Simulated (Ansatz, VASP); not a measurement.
## PbF2: VASP beside Ansatz

```
Pb F
1.0
     0.01114    2.96985    2.96985
     2.98099    0.00000    2.98099
     2.96985    2.96985    0.01114
Pb F
1 2
Direct
  0.00000 0.00000 0.00000
  0.25000 0.25000 0.25000
  0.75000 0.75000 0.75000
```

Change from the starting cell: strain +0.0075 x Voigt [0, 0, 0, 0, 1, 0], atoms carried along.

Alike in both runs: task single point; functional PBE; k mesh 8 × 8 × 8; occupations gaussian, width 0.05 eV; no spin polarisation.

|  | VASP | Ansatz |
| --- | --- | --- |
| version | VASP 6.6.1 | Ansatz 0.2.0 |
| potentials or method | VASP PAW PBE potentials, release 64 (Pb_d, F), cutoff 520 eV | scalar-relativistic, plane waves, PAW |
| valence electrons in the cell | 28 | 28 |

```tsv
	VASP	Ansatz	Ansatz less VASP
gap on the k mesh at the Fermi level (eV)	4.42	4.42	+0.003
least direct gap on the mesh (eV)	4.56	4.56	+0.002
pressure (GPa)	2.0	2.2	+0.20
traceless stress, the component that is largest in VASP (GPa)	-0.24	-0.24	+0.003
rms of the force components (eV/Å)	0.010	0.010	-0.0002
```

Atom by atom the forces differ by 0.000 eV/Å (rms over components).

Spin-orbit coupling is off throughout.
